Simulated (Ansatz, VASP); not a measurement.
**Two plane-wave programs on Zn3F**

```xyz
4
Lattice="3.9523 0.0000 0.0000 0.0000 3.9523 0.0000 0.0000 0.0000 3.9523" Properties=species:S:1:pos:R:3 pbc="T T T"
Zn    0.0000    1.9761    1.9761
Zn    1.9761    0.0000    1.9761
Zn    1.9761    1.9761    0.0000
F     0.0000    0.0000    0.0000
```

Change from the starting cell: species swapped into the CdAu3 type (Pm-3m, No. 221).

Alike in both runs: task relaxation of cell and atoms; functional PBE; k mesh 12 × 12 × 12; occupations gaussian, width 0.1 eV; no spin polarisation.

|  | VASP | Ansatz |
| --- | --- | --- |
| version | VASP 6.6.1 | Ansatz 0.2.0 |
| potentials or method | VASP PAW PBE potentials, release 64 (Zn, F), cutoff 600 eV | scalar-relativistic, plane waves, PAW |
| valence electrons in the cell | 43 | 43 |

```tsv
	VASP	Ansatz	Ansatz less VASP
gap on the k mesh at the Fermi level, each at its own relaxed structure (eV)	none	none	-
relaxed volume (Å³/atom)	15.47	15.47	-0.001
relaxed length of the cell vector where the two differ most in proportion (Å)	3.955	3.955	-0.0001
```

A gap of «none» marks a metal or a gap that the smearing closes.
